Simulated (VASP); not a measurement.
A run of VASP 6.6.1:

INCAR

```
SYSTEM = WS2
PREC = Accurate
ENCUT = 520
EDIFF = 1E-8
ISMEAR = -1
SIGMA = 0.05
LREAL = .FALSE.
LASPH = .TRUE.
NELM = 60
ALGO = Normal
ISIF = 2
LWAVE = .FALSE.
LCHARG = .FALSE.
GGA = PE
LEFG = .TRUE.
NBANDS = 20
```

File KPOINTS:

```
Automatic mesh
0
G
  11 11 6
  0 0 0
```

File POSCAR:

```
WS2
1.0
    3.2110037968      0.0000000000      0.0000000000
   -1.6055018984      2.7808108597      0.0000000000
    0.0000000000      0.0000000000      7.0708228609
W S
1 2
Direct
    0.0000000000      0.0000000000      0.0000000000
    0.3333333333      0.6666666667      0.2230095620
    0.6666666667      0.3333333333      0.7769904380
```

Potentials or basis: VASP PAW PBE potentials, release 64 (W_sv, S).

Command:

```bash
$ cat potpaw_PBE.64/W_sv/POTCAR potpaw_PBE.64/S/POTCAR > POTCAR
$ mpirun -np 1 vasp_std > vasp.out
```

Hardware: 1 thread of Intel Xeon 8259CL (shared host).

How long does it take, and how much memory?

Wall time 2.1 min on 1 thread of Intel Xeon 8259CL, on a shared host, peak memory 0.24 GiB. Counts: scf iterations 18, k points 84.
